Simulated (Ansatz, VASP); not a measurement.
# Sr in VASP and in Ansatz

```
Sr
1.0
    -2.31924    2.31924    2.31924
     2.31924   -2.31924    2.31924
     2.31924    2.31924   -2.31924
Sr
1
Direct
  0.00000 0.00000 0.00000
```

Alike in both runs: task single point; functional PBE; k mesh 15 × 15 × 15; occupations fermi-dirac, width 0.1 eV; no spin polarisation.

|  | VASP | Ansatz |
| --- | --- | --- |
| version | VASP 6.6.1 | Ansatz 0.2.0 |
| potentials or method | VASP PAW PBE potentials, release 64 (Sr_sv), cutoff 520 eV | plane waves (420 eV) with PAW, scalar-relativistic |
| valence electrons in the cell | 10 | 10 |

|  | VASP | Ansatz | Ansatz less VASP |
| --- | --- | --- | --- |
| pressure (GPa) | 1.1 | 1.1 | -0.01 |

With one functional, cell and mesh, what is left measures potentials, basis and numerics.
